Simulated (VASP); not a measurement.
# ZnS (F-43m) in VASP: a series of runs

Aim: see how the results for ZnS move with the level of theory and the settings. Levels: r2SCAN, r2SCAN+D4. Tasks: single point.

Everything below comes from runs of VASP 6.6.1. Logs are shortened: lines on timing, memory, paths and dates and some standing lists are left out, and cuts for length are marked.

**Measured values to compare with.**

“Electronic, vibrational, and thermodynamic properties of ZnS (zincblende and rocksalt structure)”, 2009, arxiv:0911.5022 quotes, for a bulk crystal of ZnS at 19 K: band gap 3.85 eV (direct).

The results are compared with them further down.

**1. The cell of the first run**

It takes space group F-43m (No. 216, cubic). Conventional cell: a = 5.353 Å, b = 5.353 Å, c = 5.353 Å, α = 90.00°, β = 90.00°, γ = 90.00°. Zn (site symmetry -43m) has 4 S at 2.32 Å within 3.1 Å. Within 3.1 Å of S (site symmetry -43m) lie 4 Zn at 2.32 Å.

**2. Single point, r2SCAN (volume scaled by 0.98)**

POSCAR reads:

```
ZnS
1.0
    0.0000000000      2.6764758336      2.6764758336
    2.6764758336      0.0000000000      2.6764758336
    2.6764758336      2.6764758336      0.0000000000
Zn S
1 1
Direct
    0.0000000000      0.0000000000      0.0000000000
    0.7500000000      0.7500000000      0.7500000000
```

INCAR.step1 reads:

```
PREC = Accurate
ENCUT = 520
ISMEAR = 0
SIGMA = 0.05
LREAL = False
LASPH = True
NELM = 60
NBANDS = 16
GGA = PE
ALGO = Normal
EDIFF = 1E-4
LWAVE = True
LCHARG = False
```

INCAR.step2 reads:

```
PREC = Accurate
ENCUT = 520
EDIFF = 1E-7
ISMEAR = 0
SIGMA = 0.05
LREAL = False
LASPH = True
NELM = 60
ALGO = Normal
ISIF = 2
LWAVE = False
LCHARG = False
METAGGA = R2SCAN
LMIXTAU = True
NBANDS = 16
ISTART = 1
```

KPOINTS reads:

```
regular mesh
0
Gamma
  8 8 8
```

Potentials or basis: VASP PAW PBE potentials, release 64 (Zn, S).

The run is started by

```console
$ cat potpaw_PBE.64/Zn/POTCAR potpaw_PBE.64/S/POTCAR > POTCAR
$ cp INCAR.step1 INCAR
$ mpirun -np 1 vasp_std > vasp.out
$ cp INCAR.step2 INCAR
$ mpirun -np 1 vasp_std > vasp.out
```

OUTCAR:

```text
PREC = Accurate
   ENCUT = 520
   EDIFF = 1E-7
   ISMEAR = 0
   LREAL = False
   LASPH = True
   NELM = 60
   ISIF = 2
   METAGGA = R2SCAN
   ISTART = 1

 ion  position               nearest neighbor table
   1  0.000  0.000  0.000-   2 2.32   2 2.32   2 2.32   2 2.32
   2  0.750  0.750  0.750-   1 2.32   1 2.32   1 2.32   1 2.32

  LATTYP: Found a face centered cubic cell.
 ALAT       =     5.3529516672

  Lattice vectors:

 A1 = (   0.0000000000,   2.6764758336,   2.6764758336)
 A2 = (   2.6764758336,   0.0000000000,   2.6764758336)
 A3 = (   2.6764758336,   2.6764758336,   0.0000000000)

Analysis of symmetry for initial positions (statically):
=====================================================================
 Subroutine PRICEL returns:
 Original cell was already a primitive cell.

 Routine SETGRP: Setting up the symmetry group for a
 face centered cubic supercell.

 Subroutine GETGRP returns: Found 24 space group operations
 (whereof 24 operations were pure point group operations)
 out of a pool of 48 trial point group operations.

The static configuration has the point symmetry T_d .

Analysis of symmetry for dynamics (positions and initial velocities):
=====================================================================
 Subroutine PRICEL returns:
 Original cell was already a primitive cell.

 Routine SETGRP: Setting up the symmetry group for a
 face centered cubic supercell.

 Subroutine GETGRP returns: Found 24 space group operations
 (whereof 24 operations were pure point group operations)
 out of a pool of 48 trial point group operations.

The dynamic configuration has the point symmetry T_d .

 Subroutine INISYM returns: Found 24 space group operations
 (whereof 24 operations are pure point group operations),
 and found     1 'primitive' translations

----------------------------------------------------------------------------------------

                                     Primitive cell

  volume of cell :      38.3460

  direct lattice vectors                    reciprocal lattice vectors
     0.000000000  2.676475834  2.676475834    -0.186812821  0.186812821  0.186812821
     2.676475834  0.000000000  2.676475834     0.186812821 -0.186812821  0.186812821
     2.676475834  2.676475834  0.000000000     0.186812821  0.186812821 -0.186812821

  length of vectors
     3.785108423  3.785108423  3.785108423     0.323569297  0.323569297  0.323569297

  position of ions in fractional coordinates (direct lattice)
     0.000000000  0.000000000  0.000000000
     0.750000000  0.750000000  0.750000000
[... 77 lines left out ...]
   EDIFF  = 0.1E-06   stopping-criterion for ELM
   LREAL  =      F    real-space projection
   EDIFFG = 0.1E-05   stopping-criterion for IOM
   NSW    =      0    number of steps for IOM
   IBRION =     -1    ionic relax: 0-MD 1-quasi-New 2-CG
   NFREE  =      0    steps in history (QN), initial steepest desc. (CG)
   ISIF   =      2    stress and relaxation
   ISYM   =      2    0-nonsym 1-usesym 2-fastsym
   POTIM  = 0.5000    time-step for ionic-motion
   TEBEG  =    0.0;   TEEND  =   0.0 temperature during run
   PSTRESS=    0.0 pullay stress
   NELECT =      18.0000    total number of electrons
   NUPDOWN=      -1.0000    fix difference up-down
   EMIN   =  10.00;   EMAX   =-10.00  energy-range for DOS
   EFERMI =   0.00;   METHOD = LEGACY
   ISMEAR =     0;   SIGMA  =   0.05  broadening in eV -4-tet -1-fermi 0-gaus
   EFERMI_NEDOS =   21; number of points for ismear=-14 and -15
   IALGO  =     38    algorithm
   IMIX   =      4    mixing-type and parameters
     AMIX     =   0.40;   BMIX     =  1.00
     AMIX_MAG =   1.60;   BMIX_MAG =  1.00
  volume/ion in A,a.u.               =      19.17       129.39
  Fermi-wavevector in a.u.,A,eV,Ry     =   1.272308  2.404314 22.024679  1.618768
  Thomas-Fermi vector in A             =   2.405194
   LORBIT       =      0    0 simple, 1 ext, 2 COOP (PROOUT), +10 PAW based schemes
   METAGGA = R2SCAN    functional components
   LHFCALC =     F    Hartree Fock is set to
   AEXX    =    0.0000 exact exchange contribution
   IVDW    =     0    specifies the selected vdW correction
   LEPSILON=     F    determine dielectric tensor
   LRPA    =     F    only Hartree local field effects (RPA)
 non-spin polarized calculation
 Gauss-broadening in eV      SIGMA  =   0.05
  energy-cutoff  :      520.00
  volume of cell :       38.35
 maximum number of plane-waves:      1056
   NGX = 15   NGY = 15   NGZ = 15

 number of electron      18.0000016 magnetization

 Free energy of the ion-electron system (eV)
  ---------------------------------------------------
  ext. energy  EPLUGINS =         0.00000000
  ---------------------------------------------------
  free energy    TOTEN  =       -18.86234699 eV

  energy without entropy =      -18.86234699  energy(sigma->0) =      -18.86234699

 E-fermi :   2.3557     XC(G=0): -10.4291

 val. band max:        2.1032354446   @ k =   0.0000   0.0000   0.0000
 cond. band min:       4.9120636150   @ k =   0.0000   0.0000   0.0000
 fundamental gap:      2.8088281704
 Fermi energy:         2.3556620112

 k-point     1 :       0.0000    0.0000    0.0000
  band No.  band energies     occupation
      1     -11.7818      2.00000
      2      -4.5148      2.00000
      3      -4.5148      2.00000
      4      -4.5148      2.00000
      5      -3.9317      2.00000
      6      -3.9317      2.00000
[... 433 lines left out ...]
      3      -4.3049      2.00000
      4      -4.0001      2.00000
      5      -3.9204      2.00000
      6      -3.6521      2.00000
[... 8 lines left out ...]
     15      16.3627      0.00000
     16      17.2576      0.00000

 [... further k-points ...]

------------------------ aborting loop because EDIFF is reached ----------------------------------------

  FORCE on cell =-STRESS in cart. coord.  units (eV):
  Direction    XX          YY          ZZ          XY          YZ          ZX
  --------------------------------------------------------------------------------------
  -------------------------------------------------------------------------------------
  Total        0.3995436      0.3995436      0.3995436     -0.0000000     -0.0000000      0.0000000
  in kB       16.6937856     16.6937856     16.6937856     -0.0000000     -0.0000000      0.0000000
  external PRESSURE =      16.6937856 kB  Pullay stress =       0.0000000 kB

 VOLUME and BASIS-vectors are now :
 -----------------------------------------------------------------------------
  energy-cutoff  :      520.00
  volume of cell :       38.35
      direct lattice vectors                 reciprocal lattice vectors
     0.000000000  2.676475834  2.676475834    -0.186812821  0.186812821  0.186812821
     2.676475834  0.000000000  2.676475834     0.186812821 -0.186812821  0.186812821
     2.676475834  2.676475834  0.000000000     0.186812821  0.186812821 -0.186812821

 POSITION                                       TOTAL-FORCE (eV/Angst)
 -----------------------------------------------------------------------------------
      0.00000      0.00000      0.00000         0.000000      0.000000     -0.000000
      4.01471      4.01471      4.01471        -0.000000     -0.000000      0.000000
 -----------------------------------------------------------------------------------
    total drift:                               -0.000011     -0.000011     -0.000011

  FREE ENERGIE OF THE ION-ELECTRON SYSTEM (eV)
  ---------------------------------------------------
  free  energy   TOTEN  =       -18.8623469874 eV

  energy  without entropy=      -18.8623469874  energy(sigma->0) =      -18.86234699
```

OUTCAR.step1:

```text
PREC = Accurate
   ENCUT = 520
   ISMEAR = 0
   LREAL = False
   LASPH = True
[... 677 lines left out ...]
      0.00000      0.00000      0.00000        -0.000000     -0.000000     -0.000000
      4.01471      4.01471      4.01471         0.000000      0.000000      0.000000
 -----------------------------------------------------------------------------------
    total drift:                               -0.000002     -0.000002     -0.000001

  FREE ENERGIE OF THE ION-ELECTRON SYSTEM (eV)
  ---------------------------------------------------
  free  energy   TOTEN  =        -6.8268480904 eV

  energy  without entropy=       -6.8268480904  energy(sigma->0) =       -6.82684809
```

Wall time 36 s (1 thread of Intel Xeon 6975P-C (Granite Rapids), shared host); peak memory 0.17 GiB.

What came out:

| Item | Value |
| --- | --- |
| Free energy | -18.8623 eV |
| Pressure | 1.7 GPa |
| Band gap on the k mesh | 2.81 eV, direct |

Caveat: the cell differs from its parent crystal (volume scaled by 0.98); the PAW data sets were made with another functional, which shifts forces and pressure a little.

**3. Single point, r2SCAN**

This run uses another cell than the first one, of 19.56 Å³/atom, 1.020 times its volume.

POSCAR reads:

```
ZnS
1.0
    0.0000000000      2.6945606784      2.6945606784
    2.6945606784      0.0000000000      2.6945606784
    2.6945606784      2.6945606784      0.0000000000
Zn S
1 1
Direct
    0.0000000000      0.0000000000      0.0000000000
    0.7500000000      0.7500000000      0.7500000000
```

INCAR.step1 reads:

```
SYSTEM = ZnS
PREC = Accurate ; ENCUT = 520
ISMEAR = 0 ; SIGMA = 0.05
LREAL = .False. ; LASPH = .True.
NELM = 80 ; NBANDS = 16
GGA = PE ; ALGO = Normal
EDIFF = 1E-4 ; LWAVE = .True.
LCHARG = .False.
```

INCAR.step2 reads:

```
SYSTEM = ZnS
PREC = Accurate ; ENCUT = 520
EDIFF = 1E-6 ; ISMEAR = 0
SIGMA = 0.05 ; LREAL = .False.
LASPH = .True. ; NELM = 80
ALGO = Normal ; ISIF = 2
LWAVE = .False. ; LCHARG = .False.
METAGGA = R2SCAN ; LMIXTAU = .True.
NBANDS = 16 ; ISTART = 1
```

KPOINTS reads:

```
Automatic mesh
0
Gamma
  8 8 8
  0 0 0
```

Potentials or basis: VASP PAW PBE potentials, release 64 (Zn, S).

The run is started by

```console
$ cat potpaw_PBE.64/Zn/POTCAR potpaw_PBE.64/S/POTCAR > POTCAR
$ cp INCAR.step1 INCAR
$ mpirun -np 1 vasp_std > vasp.out
$ cp INCAR.step2 INCAR
$ mpirun -np 1 vasp_std > vasp.out
```

OUTCAR:

```text
SYSTEM = ZnS
   PREC = Accurate
   ENCUT = 520
   EDIFF = 1E-6
   ISMEAR = 0
   LREAL = .False.
   LASPH = .True.
   NELM = 80
   ISIF = 2
   METAGGA = R2SCAN
   ISTART = 1

 ion  position               nearest neighbor table
   1  0.000  0.000  0.000-   2 2.33   2 2.33   2 2.33   2 2.33
   2  0.750  0.750  0.750-   1 2.33   1 2.33   1 2.33   1 2.33

  LATTYP: Found a face centered cubic cell.
 ALAT       =     5.3891213568

  Lattice vectors:

 A1 = (   0.0000000000,   2.6945606784,   2.6945606784)
 A2 = (   2.6945606784,   0.0000000000,   2.6945606784)
 A3 = (   2.6945606784,   2.6945606784,   0.0000000000)

Analysis of symmetry for initial positions (statically):
=====================================================================
 Subroutine PRICEL returns:
 Original cell was already a primitive cell.

 Routine SETGRP: Setting up the symmetry group for a
 face centered cubic supercell.

 Subroutine GETGRP returns: Found 24 space group operations
 (whereof 24 operations were pure point group operations)
 out of a pool of 48 trial point group operations.

The static configuration has the point symmetry T_d .

Analysis of symmetry for dynamics (positions and initial velocities):
=====================================================================
 Subroutine PRICEL returns:
 Original cell was already a primitive cell.

 Routine SETGRP: Setting up the symmetry group for a
 face centered cubic supercell.

 Subroutine GETGRP returns: Found 24 space group operations
 (whereof 24 operations were pure point group operations)
 out of a pool of 48 trial point group operations.

The dynamic configuration has the point symmetry T_d .

 Subroutine INISYM returns: Found 24 space group operations
 (whereof 24 operations are pure point group operations),
 and found     1 'primitive' translations

----------------------------------------------------------------------------------------

[... 111 lines left out ...]
     AMIX     =   0.40;   BMIX     =  1.00
     AMIX_MAG =   1.60;   BMIX_MAG =  1.00
  volume/ion in A,a.u.               =      19.56       132.03
  Fermi-wavevector in a.u.,A,eV,Ry     =   1.263769  2.388177 21.730029  1.597112
  Thomas-Fermi vector in A             =   2.397109
   LORBIT       =      0    0 simple, 1 ext, 2 COOP (PROOUT), +10 PAW based schemes
   METAGGA = R2SCAN    functional components
   LHFCALC =     F    Hartree Fock is set to
   AEXX    =    0.0000 exact exchange contribution
   IVDW    =     0    specifies the selected vdW correction
   LEPSILON=     F    determine dielectric tensor
   LRPA    =     F    only Hartree local field effects (RPA)
 non-spin polarized calculation
 Gauss-broadening in eV      SIGMA  =   0.05
  energy-cutoff  :      520.00
  volume of cell :       39.13
 maximum number of plane-waves:      1067
   NGX = 15   NGY = 15   NGZ = 15

 number of electron      18.0000006 magnetization

 Free energy of the ion-electron system (eV)
  ---------------------------------------------------
  ext. energy  EPLUGINS =         0.00000000
  ---------------------------------------------------
  free energy    TOTEN  =       -18.86623073 eV

  energy without entropy =      -18.86623073  energy(sigma->0) =      -18.86623073

 E-fermi :   2.1835     XC(G=0): -10.3261

 val. band max:        1.9088771314   @ k =   0.0000   0.0000   0.0000
 cond. band min:       4.6220635966   @ k =   0.0000   0.0000   0.0000
 fundamental gap:      2.7131864651
 Fermi energy:         2.1834594651

 k-point     1 :       0.0000    0.0000    0.0000
  band No.  band energies     occupation
      1     -11.8262      2.00000
      2      -4.6237      2.00000
      3      -4.6237      2.00000
      4      -4.6237      2.00000
      5      -4.0671      2.00000
      6      -4.0671      2.00000
[... 433 lines left out ...]
      3      -4.4218      2.00000
      4      -4.1278      2.00000
      5      -4.0558      2.00000
      6      -3.7979      2.00000
[... 8 lines left out ...]
     15      16.0906      0.00000
     16      16.9597      0.00000

 [... further k-points ...]

------------------------ aborting loop because EDIFF is reached ----------------------------------------

  FORCE on cell =-STRESS in cart. coord.  units (eV):
  Direction    XX          YY          ZZ          XY          YZ          ZX
  --------------------------------------------------------------------------------------
  -------------------------------------------------------------------------------------
  Total        0.0000205      0.0000205      0.0000205      0.0000000      0.0000000      0.0000000
  in kB        0.0008401      0.0008401      0.0008401      0.0000000      0.0000000      0.0000000
  external PRESSURE =       0.0008401 kB  Pullay stress =       0.0000000 kB

 VOLUME and BASIS-vectors are now :
 -----------------------------------------------------------------------------
  energy-cutoff  :      520.00
  volume of cell :       39.13
      direct lattice vectors                 reciprocal lattice vectors
     0.000000000  2.694560678  2.694560678    -0.185559006  0.185559006  0.185559006
     2.694560678  0.000000000  2.694560678     0.185559006 -0.185559006  0.185559006
     2.694560678  2.694560678  0.000000000     0.185559006  0.185559006 -0.185559006

 POSITION                                       TOTAL-FORCE (eV/Angst)
 -----------------------------------------------------------------------------------
      0.00000      0.00000      0.00000         0.000000      0.000000      0.000000
      4.04184      4.04184      4.04184        -0.000000     -0.000000     -0.000000
 -----------------------------------------------------------------------------------
    total drift:                               -0.000011     -0.000011     -0.000011

  FREE ENERGIE OF THE ION-ELECTRON SYSTEM (eV)
  ---------------------------------------------------
  free  energy   TOTEN  =       -18.8662307349 eV

  energy  without entropy=      -18.8662307349  energy(sigma->0) =      -18.86623073
```

It took 29 s on 1 thread of Intel Xeon 6975P-C (Granite Rapids), shared host; peak memory 0.17 GiB.

What came out:

* Free energy: -18.8662 eV
* Pressure: 0.0 GPa
* Band gap on the k mesh: 2.71 eV, direct

Caveat: the PAW data sets were made with another functional, which shifts forces and pressure a little.

(Part 1 of 2 ends here.)
